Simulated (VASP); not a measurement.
Wanted: the native input for a VASP 6.6.1 run.

```yaml
Task: single point
Functional: PBE
Potentials_or_basis: VASP PAW PBE potentials, release 64 (Pd, Ni, P, Cu)
Cutoff: 400 eV
k_mesh: 1 × 1 × 1, shifted
Occupations: fermi-dirac, width 0.2068 eV
Spin: no spin polarisation
Dipole_correction: no
Mended: yes
Further_INCAR_settings: LREAL = Auto; ALGO = Normal; EDIFF = 1e-06; NBANDS = 90; ISYM = -1
```

The structure of CuNi4P2Pd9 lies in POSCAR:

```
CuNi4P2Pd9
1.0
    6.1000500000      0.1012340000      0.0604580000
    0.1012340000      6.3978840000      0.1773740000
    0.0604580000      0.1773740000      5.9702840000
Pd Ni P Cu
9 4 2 1
Direct
    0.6061771886      0.1361637697      0.5995143325
    0.6165782643      0.5759037169      0.2125065684
    0.2757514751      0.2575742978      0.3191792273
    0.6625834537      0.8483650796      0.9491450695
    0.2985954532      0.8760257032      0.2766254223
    0.3434917289      0.2295150473      0.9308371553
    0.5383842373      0.5355380907      0.6557704512
    0.9087699345      0.4109765566      0.8748083059
    0.0173696670      0.0123557228      0.6389781928
    0.7024781710      0.2163645097      0.1866186158
    0.0081558327      0.0449757741      0.0400597998
    0.1479601594      0.6024636880      0.5874627121
    0.9420490454      0.3744000785      0.4259436836
    0.3245267825      0.8228031708      0.7586546754
    0.1433281311      0.5984102982      0.1529121964
    0.7824486931      0.8656549359      0.3664219388
```

The input as run:

INCAR

```
SYSTEM = CuNi4P2Pd9
  PREC = Accurate
  ENCUT = 400
  EDIFF = 1E-6
  ISMEAR = -1
  SIGMA = 0.2068
  LREAL = Auto
  LASPH = .True.
  NELM = 120
  ALGO = Normal
  ISIF = 2
  LWAVE = .False.
  LCHARG = .False.
  GGA = PE
  ISYM = -1
  NBANDS = 90
  GGA_COMPAT = .False.
```

KPOINTS

```
explicit points
1
Reciprocal
  0.25000000   0.25000000   0.25000000 1
```

Potentials or basis: VASP PAW PBE potentials, release 64 (Pd, Ni, P, Cu).

Launch:

```console
$ cat potpaw_PBE.64/Pd/POTCAR potpaw_PBE.64/Ni/POTCAR potpaw_PBE.64/P/POTCAR potpaw_PBE.64/Cu/POTCAR > POTCAR
$ mpirun -np 1 vasp_std > vasp.out
```

It gave:

The pressure is 8.0 GPa and the largest force is 3.874 eV/Å. The band gap on the k mesh is zero (an odd number of electrons rules out a gap without spin polarisation).

Caveat: the atoms stand as in a frame of molecular dynamics.

Run time: 97 s on 1 thread of Intel(R) Xeon(R) 6975P-C (Granite Rapids) (shared host), peak memory 0.24 GiB.
